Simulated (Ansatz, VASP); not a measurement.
# Two plane-wave programs on V

INCAR

```
ALGO = Normal
EDIFF = 1E-7
EDIFFG = -0.005
ENCUT = 600
GGA = PE
IBRION = 2
ISIF = 3
ISMEAR = -1
LASPH = T
LCHARG = F
LREAL = F
LWAVE = F
NELM = 100
NSW = 60
PREC = Accurate
SIGMA = 0.08
```

Contents of KPOINTS:

```
k-points
0
Gamma
  15 15 15
```

File POSCAR:

```
V
1.0
    2.4416480848      0.0000000000      0.0000000000
    0.0000000000      2.4416480848      0.0000000000
    0.0000000000      0.0000000000      2.4416480848
V
1
Direct
    0.0000000000      0.0000000000      0.0000000000
```

Input for Ansatz:

```yaml
crystal:
  lattice:
    - [2.4416480848, 0.0, 0.0]
    - [0.0, 2.4416480848, 0.0]
    - [0.0, 0.0, 2.4416480848]
  atoms:
    - { symbol: V, position: [0.0, 0.0, 0.0] }
kpoints:
  mp_grid: { grid: [15, 15, 15] }
scf:
  occupations: { method: fermi_dirac, width: 0.08 }
hamiltonian:
  xc: pbe
  pseudopotentials: { kind: paw }
output:
  forces: true
  stress: true
  write_density: true
  write_potential: true
  elf: true
  volumetric_format: npy
relax:
  f_tol: 0.005
  max_steps: 40
  cell: {}
```

Alike in both runs: task relaxation of cell and atoms; functional PBE; k mesh 15 × 15 × 15; occupations fermi-dirac, width 0.08 eV; no spin polarisation.

|  | VASP | Ansatz |
| --- | --- | --- |
| version | VASP 6.6.1 | Ansatz 0.2.0 |
| potentials or method | VASP PAW PBE potentials, release 64 (V_sv) | PAW with Ansatz's default frozen-core files, scalar-relativistic |
| plane-wave cutoff (eV) | 600 | 420 |
| valence electrons in the cell | 13 | 13 |

```tsv
	VASP	Ansatz	Ansatz less VASP
relaxed volume (Å³/atom)	14.76	14.73	-0.027
relaxed cell length with the largest relative difference (Å)	2.453	2.452	-0.0015
```
